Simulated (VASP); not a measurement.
# Ti (P6/mmm) in VASP: a series of runs

Aim: see how the results for Ti move with the level of theory and the settings. Levels: PBEsol+D3(BJ), PBEsol+D4, PBE+D3(BJ), PBE+D4, revPBE. Tasks: relaxation of cell and atoms.

Everything below comes from runs of VASP 6.6.1. Logs are shortened: lines on timing, memory, paths and dates and some standing lists are left out, and cuts for length are marked.

## 1. The cell of the first run

The structure is hexagonal, space group P6/mmm (No. 191). The conventional cell has a = 4.567 Å, b = 4.567 Å, c = 2.826 Å, α = 90.00°, β = 90.00°, γ = 120.00°. Ti (site symmetry -6m2) has 11 Ti at 2.64 to 2.99 Å within 3.5 Å. Ti (site symmetry 6/mmm) has 14 Ti at 2.83 to 2.99 Å within 3.7 Å.

This isn't the form of Ti at room conditions, which is hcp.

## 2. Relaxation of cell and atoms, PBEsol+D3(BJ)

The input, INCAR:

```
PREC = Accurate
ENCUT = 600
EDIFF = 1E-6
ISMEAR = -1
SIGMA = 0.05
LREAL = False
LASPH = True
NELM = 80
ALGO = Normal
ISIF = 3
LWAVE = False
LCHARG = False
GGA = PS
IVDW = 12
IBRION = 2
NSW = 60
EDIFFG = -0.01
```

The input, KPOINTS:

```
Automatic mesh
0
Gamma
  7 7 9
```

The input, POSCAR:

```
Ti
1.0
    4.5673748306      0.0000000000      0.0000000000
   -2.2836874153      3.9554626319      0.0000000000
    0.0000000000      0.0000000000      2.8262442700
Ti
3
Direct
    0.6666666667      0.3333333333      0.5000000000
    0.3333333333      0.6666666667      0.5000000000
    0.0000000000      0.0000000000      0.0000000000
```

Potentials or basis: VASP PAW PBE potentials, release 64 (Ti_sv).

Launch:

```bash
cat potpaw_PBE.64/Ti_sv/POTCAR > POTCAR
mpirun -np 1 vasp_std > vasp.out
```

OUTCAR:

```text
PREC = Accurate
   ENCUT = 600
   EDIFF = 1E-6
   ISMEAR = -1
   LREAL = False
   LASPH = True
   NELM = 80
   ISIF = 3
   GGA = PS
   IVDW = 12
   IBRION = 2
   NSW = 60
   EDIFFG = -0.01
 IVDW          = 12

 ion  position               nearest neighbor table
   1  0.667  0.333  0.500-   2 2.64   2 2.64   2 2.64
   2  0.333  0.667  0.500-   1 2.64   1 2.64   1 2.64
   3  0.000  0.000  0.000-

  LATTYP: Found a hexagonal cell.
 ALAT       =     4.5673748306
 C/A-ratio  =     0.6187896494

  Lattice vectors:

 A1 = (   4.5673748306,   0.0000000000,   0.0000000000)
 A2 = (  -2.2836874153,   3.9554626319,   0.0000000000)
 A3 = (   0.0000000000,   0.0000000000,   2.8262442700)

Analysis of symmetry for initial positions (statically):
=====================================================================
 Subroutine PRICEL returns:
 Original cell was already a primitive cell.

 Routine SETGRP: Setting up the symmetry group for a
 hexagonal supercell.

 Subroutine GETGRP returns: Found 24 space group operations
 (whereof 24 operations were pure point group operations)
 out of a pool of 24 trial point group operations.

The static configuration has the point symmetry D_6h.

Analysis of symmetry for dynamics (positions and initial velocities):
=====================================================================
 Subroutine PRICEL returns:
 Original cell was already a primitive cell.

 Routine SETGRP: Setting up the symmetry group for a
 hexagonal supercell.

 Subroutine GETGRP returns: Found 24 space group operations
 (whereof 24 operations were pure point group operations)
 out of a pool of 24 trial point group operations.

The dynamic configuration has the point symmetry D_6h.

 Subroutine INISYM returns: Found 24 space group operations
 (whereof 24 operations are pure point group operations),
 and found     1 'primitive' translations

----------------------------------------------------------------------------------------

                                     Primitive cell

  volume of cell :      51.0592

  direct lattice vectors                    reciprocal lattice vectors
     4.567374831  0.000000000  0.000000000     0.218944150  0.126407464  0.000000000
    -2.283687415  3.955462632  0.000000000     0.000000000  0.252814928  0.000000000
     0.000000000  0.000000000  2.826244270     0.000000000  0.000000000  0.353826458

  length of vectors
     4.567374831  4.567374831  2.826244270     0.252814928  0.252814928  0.353826458

  position of ions in fractional coordinates (direct lattice)
     0.666666667  0.333333333  0.500000000
[... 72 lines left out ...]
   ISTART =      0    job   : 0-new  1-cont  2-samecut
   ICHARG =      2    charge: 1-file 2-atom 10-const
   ISPIN  =      1    spin polarized calculation?
   LNONCOLLINEAR =      F non collinear calculations
   LSORBIT =      F    spin-orbit coupling
   LASPH  =      T    aspherical Exc in radial PAW
   ENCUT  =  600.0 eV  44.10 Ry    6.64 a.u.   9.12  9.12  5.64*2*pi/ulx,y,z
   NELM   =     80;   NELMIN=  2; NELMDL= -5     # of ELM steps
   EDIFF  = 0.1E-05   stopping-criterion for ELM
   LREAL  =      F    real-space projection
   EDIFFG = -.1E-01   stopping-criterion for IOM
   NSW    =     60    number of steps for IOM
   IBRION =      2    ionic relax: 0-MD 1-quasi-New 2-CG
   NFREE  =      1    steps in history (QN), initial steepest desc. (CG)
   ISIF   =      3    stress and relaxation
   ISYM   =      2    0-nonsym 1-usesym 2-fastsym
   POTIM  = 0.5000    time-step for ionic-motion
   TEBEG  =    0.0;   TEEND  =   0.0 temperature during run
   PSTRESS=    0.0 pullay stress
   NELECT =      36.0000    total number of electrons
   NUPDOWN=      -1.0000    fix difference up-down
   EMIN   =  10.00;   EMAX   =-10.00  energy-range for DOS
   EFERMI =   0.00;   METHOD = LEGACY
   ISMEAR =    -1;   SIGMA  =   0.05  broadening in eV -4-tet -1-fermi 0-gaus
   EFERMI_NEDOS =   21; number of points for ismear=-14 and -15
   IALGO  =     38    algorithm
   IMIX   =      4    mixing-type and parameters
     AMIX     =   0.40;   BMIX     =  1.00
     AMIX_MAG =   1.60;   BMIX_MAG =  1.00
  volume/ion in A,a.u.               =      17.02       114.85
  Fermi-wavevector in a.u.,A,eV,Ry     =   1.457084  2.753489 28.886426  2.123092
  Thomas-Fermi vector in A             =   2.573926
   LORBIT       =      0    0 simple, 1 ext, 2 COOP (PROOUT), +10 PAW based schemes
   GGA     = PS    functional components
   LHFCALC =     F    Hartree Fock is set to
   AEXX    =    0.0000 exact exchange contribution
   IVDW    =    12    specifies the selected vdW correction
   LEPSILON=     F    determine dielectric tensor
   LRPA    =     F    only Hartree local field effects (RPA)
 conjugate gradient relaxation of ions
 non-spin polarized calculation
  energy-cutoff  :      600.00
  volume of cell :       51.06
 maximum number of plane-waves:      1728
   NGX = 19   NGY = 19   NGZ = 11

--------------------------------------- Ionic step        1  -------------------------------------------

 number of electron      35.9999989 magnetization

 Free energy of the ion-electron system (eV)
  ---------------------------------------------------
  ext. energy  EPLUGINS =         0.00000000
  ---------------------------------------------------
  free energy    TOTEN  =       -25.04953546 eV

  energy without entropy =      -25.02719998  energy(sigma->0) =      -25.03836772

------------------------ aborting loop because EDIFF is reached ----------------------------------------

 Edisp (eV)   -1.83725

 E8    (eV) :    -1.2858
[... 32 lines left out ...]
--------------------------------------- Ionic step        2  -------------------------------------------

 number of electron      35.9999998 magnetization

 E-fermi :  10.0517     XC(G=0): -12.4919

 val. band max:       10.0508620797   @ k =   0.4286   0.1429   0.2222
 cond. band min:      10.0611377900   @ k =   0.4286   0.1429   0.3333
 fundamental gap:      0.0102757103
 Fermi energy:        10.0517113338

 k-point     1 :       0.0000    0.0000    0.0000
  band No.  band energies     occupation
      1     -46.3238      2.00000
      2     -46.0532      2.00000
      3     -45.7988      2.00000
      4     -22.8174      2.00000
      5     -22.8174      2.00000
      6     -22.7928      2.00000
[... 713 lines left out ...]
--------------------------------------- Ionic step        5  -------------------------------------------

 number of electron      36.0000001 magnetization

 Free energy of the ion-electron system (eV)
  ---------------------------------------------------
  ext. energy  EPLUGINS =         0.00000000
  ---------------------------------------------------
  free energy    TOTEN  =       -25.02052225 eV

  energy without entropy =      -24.99793776  energy(sigma->0) =      -25.00923000

 E-fermi :   9.2765     XC(G=0): -12.1594

 val. band max:        9.2746986188   @ k =   0.0000   0.0000   0.0000
 cond. band min:       9.2776287889   @ k =   0.2857   0.0000   0.1111
 fundamental gap:      0.0029301701
 Fermi energy:         9.2765171121

 k-point     1 :       0.0000    0.0000    0.0000
  band No.  band energies     occupation
      1     -47.2055      2.00000
      2     -46.9478      2.00000
      3     -46.7269      2.00000
      4     -23.6554      2.00000
      5     -23.6554      2.00000
      6     -23.6192      2.00000
[... 625 lines left out ...]
  FREE ENERGIE OF THE ION-ELECTRON SYSTEM (eV)
  ---------------------------------------------------
  free  energy   TOTEN  =       -27.0272338108 eV

  energy  without entropy=      -27.0046493168  energy(sigma->0) =      -27.01594156

 reached required accuracy - stopping structural energy minimisation
```

It took 90 s on 1 thread of Intel Xeon 6975P-C (Granite Rapids), shared host; peak memory 0.21 GiB.

Results:

```yaml
Free_energy: -27.0272 eV
Relaxed_volume: 15.60 Å³/atom
Relaxed_cell: a = 4.432 Å, b = 4.432 Å, c = 2.751 Å, α = 90.00°, β = 90.00°, γ = 120.00°
Space_group_after_relaxing_to_0.1_Å: P6/mmm (No. 191)
Energy_gained_by_relaxing: 46.8 meV/atom
Ionic_steps: 5
Pressure_after_relaxing: -0.1 GPa
Band_gap_on_the_k_mesh: zero (bands 18 and 19 overlap by 0.35 eV)
Dispersion_energy_per_atom: -0.669 eV
```

Step by step:
```tsv
step	energy change (eV)	largest force (eV/Å)	pressure (GPa)	volume (Å³)
1	0.0000	0.0000	-9.73	51.06
2	-0.0569	0.0000	9.49	43.80
3	-0.1402	0.0000	-0.06	46.78
4	-0.1402	0.0000	0.16	46.69
5	-0.1404	0.0000	-0.09	46.79
```

Final structure:
```
CELL_PARAMETERS angstrom
4.43161 0.00000 0.00000
-2.21581 3.83789 0.00000
0.00000 0.00000 2.75099
ATOMIC_POSITIONS crystal
Ti 0.66667 0.33333 0.50000
Ti 0.33333 0.66667 0.50000
Ti 0.00000 0.00000 0.00000
```

Levels at points of the mesh, in eV from the Fermi level:
| k point | band 14 | band 15 | band 16 | band 17 | band 18 | band 19 | band 20 | band 21 | band 22 |
| --- | --- | --- | --- | --- | --- | --- | --- | --- | --- |
| (0.00, 0.00, 0.00) | -2.22 | -0.72 | -0.72 | -0.62 | -0.62 | 0.00 | 0.75 | 1.40 | 1.40 |

Caveat: the PAW data sets were made with another functional, which shifts forces and pressure a little.

## 3. Relaxation of cell and atoms, PBEsol+D4

The input, INCAR:

```
PREC = Accurate ; ENCUT = 600
EDIFF = 1E-6 ; ISMEAR = -1
SIGMA = 0.05 ; LREAL = F
LASPH = T ; NELM = 100
ALGO = Normal ; ISIF = 3
LWAVE = F ; LCHARG = F
GGA = PS ; IVDW = 13
IBRION = 2 ; NSW = 60
EDIFFG = -0.01
```

KPOINTS is that of step 2.

POSCAR is that of step 2.

Potentials or basis: VASP PAW PBE potentials, release 64 (Ti_sv).

Launch:

```bash
cat potpaw_PBE.64/Ti_sv/POTCAR > POTCAR
mpirun -np 1 vasp_std > vasp.out
```

OUTCAR:

```text
PREC = Accurate
   ENCUT = 600
   EDIFF = 1E-6
   ISMEAR = -1
   LREAL = F
   LASPH = T
   NELM = 100
   ISIF = 3
   GGA = PS
   IVDW = 13
   IBRION = 2
   NSW = 60
   EDIFFG = -0.01

 ion  position               nearest neighbor table
   1  0.667  0.333  0.500-   2 2.64   2 2.64   2 2.64
   2  0.333  0.667  0.500-   1 2.64   1 2.64   1 2.64
   3  0.000  0.000  0.000-

  LATTYP: Found a hexagonal cell.
 ALAT       =     4.5673748306
 C/A-ratio  =     0.6187896494

  Lattice vectors:

 A1 = (   4.5673748306,   0.0000000000,   0.0000000000)
 A2 = (  -2.2836874153,   3.9554626319,   0.0000000000)
 A3 = (   0.0000000000,   0.0000000000,   2.8262442700)

Analysis of symmetry for initial positions (statically):
[... 175 lines left out ...]
  energy without entropy =      -25.02719998  energy(sigma->0) =      -25.03836772

------------------------ aborting loop because EDIFF is reached ----------------------------------------

  DFT-D4 for vdW energy calculation

  Edisp (eV):   -0.35936
[... 237 lines left out ...]
--------------------------------------- Ionic step        7  -------------------------------------------

 number of electron      36.0000011 magnetization

 Free energy of the ion-electron system (eV)
  ---------------------------------------------------
  ext. energy  EPLUGINS =         0.00000000
  ---------------------------------------------------
  free energy    TOTEN  =       -25.06984027 eV

  energy without entropy =      -25.04750992  energy(sigma->0) =      -25.05867509

 E-fermi :   8.8025     XC(G=0): -11.9529

 val. band max:        8.7917518712   @ k =   0.4286   0.1429   0.3333
 cond. band min:       8.8306058682   @ k =   0.4286   0.1429   0.2222
 fundamental gap:      0.0388539970
 Fermi energy:         8.8025408107

 k-point     1 :       0.0000    0.0000    0.0000
  band No.  band energies     occupation
      1     -47.7509      2.00000
      2     -47.4938      2.00000
      3     -47.2977      2.00000
      4     -24.1863      2.00000
      5     -24.1863      2.00000
      6     -24.1151      2.00000
[... 589 lines left out ...]
     21       9.6074      0.00000
     22       9.8605      0.00000

 [... further k-points ...]

------------------------ aborting loop because EDIFF is reached ----------------------------------------

  DFT-D4 for vdW energy calculation

  Edisp (eV):   -0.37541
[... 26 lines left out ...]
  FREE ENERGIE OF THE ION-ELECTRON SYSTEM (eV)
  ---------------------------------------------------
  free  energy   TOTEN  =       -25.4452538829 eV

  energy  without entropy=      -25.4229235240  energy(sigma->0) =      -25.43408870

 reached required accuracy - stopping structural energy minimisation
```

OSZICAR:

```text
N       E                     dE             d eps       ncg     rms          rms(c)
DAV:   1     0.444292824421E+03    0.44429E+03   -0.20822E+04  1760   0.223E+03
DAV:   2     0.235644478577E+02   -0.42073E+03   -0.41654E+03  1778   0.596E+02
DAV:   3    -0.241620807531E+02   -0.47727E+02   -0.46976E+02  3390   0.168E+02
[... 70 lines left out ...]
DAV:   4    -0.250698008507E+02    0.98448E-04   -0.10330E-03  2510   0.342E-01    0.265E-02
DAV:   5    -0.250698173807E+02   -0.16530E-04   -0.84141E-05  2470   0.846E-02    0.960E-03
DAV:   6    -0.250698293795E+02   -0.11999E-04   -0.18642E-05  2666   0.286E-02    0.105E-02
DAV:   7    -0.250698393391E+02   -0.99596E-05   -0.14077E-05  2560   0.227E-02    0.273E-03
DAV:   8    -0.250698402744E+02   -0.93528E-06   -0.15387E-06  1260   0.827E-03
   7 F= -.25445254E+02 E0= -.25434089E+02  d E =-.712737E-05
```

CONTCAR:

```text
Ti
   1.00000000000000
     4.4955279858925330   -0.0000000000000000    0.0000000000000000
    -2.2477639929462665    3.8932414392018249   -0.0000000000000000
    -0.0000000000000000   -0.0000000000000000    2.7875548042746132
  Ti
     3
Direct
     0.6666666667000030    0.3333333332999970    0.5000000000000000
     0.3333333332999970    0.6666666667000030    0.5000000000000000
     0.0000000000000000    0.0000000000000000    0.0000000000000000

  0.00000000E+00  0.00000000E+00  0.00000000E+00
  0.00000000E+00  0.00000000E+00  0.00000000E+00
  0.00000000E+00  0.00000000E+00  0.00000000E+00
```

It took 1.7 min on 1 thread of Intel Xeon 6975P-C (Granite Rapids), shared host; peak memory 0.2 GiB.

What came out:

```yaml
Free_energy: -25.4453 eV
Relaxed_volume: 16.26 Å³/atom
Relaxed_cell: a = 4.496 Å, b = 4.496 Å, c = 2.788 Å, α = 90.00°, β = 90.00°, γ = 120.00°
Space_group_after_relaxing_to_0.1_Å: P6/mmm (No. 191)
Energy_gained_by_relaxing: 12.1 meV/atom
Ionic_steps: 7
Pressure_after_relaxing: 0.0 GPa
Band_gap_on_the_k_mesh: zero (bands 18 and 19 overlap by 0.31 eV)
Dispersion_energy_per_atom: -0.125 eV
```

Step by step:
| step | energy change (eV) | largest force (eV/Å) | pressure (GPa) | volume (Å³) |
| --- | --- | --- | --- | --- |
| 1 | 0.0000 | 0.0000 | -4.97 | 51.06 |
| 2 | -0.0163 | 0.0000 | 4.20 | 47.25 |
| 3 | -0.0363 | 0.0000 | 0.03 | 48.82 |
| 4 | -0.0363 | 0.0000 | -0.08 | 48.86 |
| 5 | -0.0363 | 0.0000 | -0.12 | 48.86 |
| 6 | -0.0363 | 0.0000 | -0.11 | 48.86 |
| 7 | -0.0364 | 0.0000 | 0.03 | 48.79 |

Final structure:
```
Ti
1.0
     4.49553    0.00000    0.00000
    -2.24776    3.89324    0.00000
     0.00000    0.00000    2.78755
Ti
3
Cartesian
  2.2478 1.2977 1.3938
  0.0000 2.5955 1.3938
  0.0000 0.0000 0.0000
```

Caveat: the PAW data sets were made with another functional, which shifts forces and pressure a little.

## 4. Relaxation of cell and atoms, PBE+D3(BJ)

The input, INCAR:

```
SYSTEM = Ti
PREC = Accurate
ENCUT = 600
EDIFF = 1E-7
ISMEAR = -1
SIGMA = 0.05
LREAL = .False.
LASPH = .True.
NELM = 60
ALGO = Normal
ISIF = 3
LWAVE = .False.
LCHARG = .False.
GGA = PE
IVDW = 12
IBRION = 2
NSW = 60
EDIFFG = -0.01
```

The input, KPOINTS:

```
Automatic mesh
0
Gamma
  7 7 9
  0 0 0
```

POSCAR is that of step 3.

Launch:

```bash
cat potpaw_PBE.64/Ti_sv/POTCAR > POTCAR
mpirun -np 1 vasp_std > vasp.out
```

Run time: 97 s. Hardware: 1 thread of Intel Xeon 6975P-C (Granite Rapids), shared host; peak memory 0.22 GiB.

Results (log left out):

| Quantity | Value |
| --- | --- |
| Free energy | -25.4198 eV |
| Relaxed volume | 16.21 Å³/atom |
| Relaxed cell | a = 4.492 Å, b = 4.492 Å, c = 2.782 Å, α = 90.00°, β = 90.00°, γ = 120.00° |
| Space group after relaxing (to 0.1 Å) | P6/mmm (No. 191) |
| Energy gained by relaxing | 14.6 meV/atom |
| Ionic steps | 5 |
| Pressure after relaxing | 0.0 GPa |
| Band gap on the k mesh | zero (bands 18 and 19 overlap by 0.31 eV) |
| Dispersion energy per atom | -0.646 eV |

Step by step:
```tsv
step	energy change (eV)	largest force (eV/Å)	pressure (GPa)	volume (Å³)
1	0.0000	0.0000	-5.48	51.06
2	-0.0192	0.0000	4.67	46.88
3	-0.0436	0.0000	-0.02	48.61
4	-0.0436	0.0000	0.10	48.56
5	-0.0437	0.0000	-0.05	48.62
```

Final structure:
```
Ti
1.0
     4.49222    0.00000    0.00000
    -2.24611    3.89037    0.00000
     0.00000    0.00000    2.78231
Ti
3
Cartesian
  2.2461 1.2968 1.3912
  0.0000 2.5936 1.3912
  2.2461 3.8904 0.0000
```

Levels at points of the mesh, in eV from the Fermi level:
| k point | band 14 | band 15 | band 16 | band 17 | band 18 | band 19 | band 20 | band 21 | band 22 |
| --- | --- | --- | --- | --- | --- | --- | --- | --- | --- |
| (0.00, 0.00, 0.00) | -2.09 | -0.72 | -0.72 | -0.63 | -0.63 | -0.01 | 0.72 | 1.36 | 1.36 |

(Part 1 of 2 ends here.)
